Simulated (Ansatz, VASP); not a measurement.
**Rh in VASP and in Ansatz**

```xyz
4
Lattice="2.7023 0.0000 0.0000 -1.3512 2.3403 0.0000 0.0000 0.0000 9.4257" Properties=species:S:1:pos:R:3 pbc="T T T"
Rh    0.0000    0.0000    0.0000
Rh    0.0000    1.5602    2.3564
Rh    0.0000    0.0000    4.7129
Rh    1.3512    0.7801    7.0693
```

Alike in both runs: task single point; functional PBEsol; k mesh 18 × 18 × 6; occupations gaussian, width 0.15 eV; no spin polarisation.

|  | VASP | Ansatz |
| --- | --- | --- |
| version | VASP 6.6.1 | Ansatz 0.2.0 |
| potentials or method | VASP PAW PBE potentials, release 64 (Rh_pv), cutoff 520 eV | scalar-relativistic, plane waves, PAW |
| valence electrons in the cell | 60 | 68 |

Ansatz gave:

| Quantity | Value |
| --- | --- |
| gap on the k mesh at the Fermi level (eV) | none |
| pressure (GPa) | -20.8 |
| traceless stress, the component that is largest in VASP (GPa) | -11.17 |

Question: What did VASP give for the same quantities?

Answer: gap on the k mesh at the Fermi level (eV): none; pressure (GPa): -20.9; traceless stress, the component that is largest in VASP (GPa): -11.15.

VASP's potentials were made for PBE, not for PBEsol, and Ansatz warns of the same on its side. A gap of «none» marks a metal or a gap that the smearing closes. VASP's potentials hold 60 valence electrons a cell and Ansatz's 68, so a difference there can come from the potentials and not from the codes.
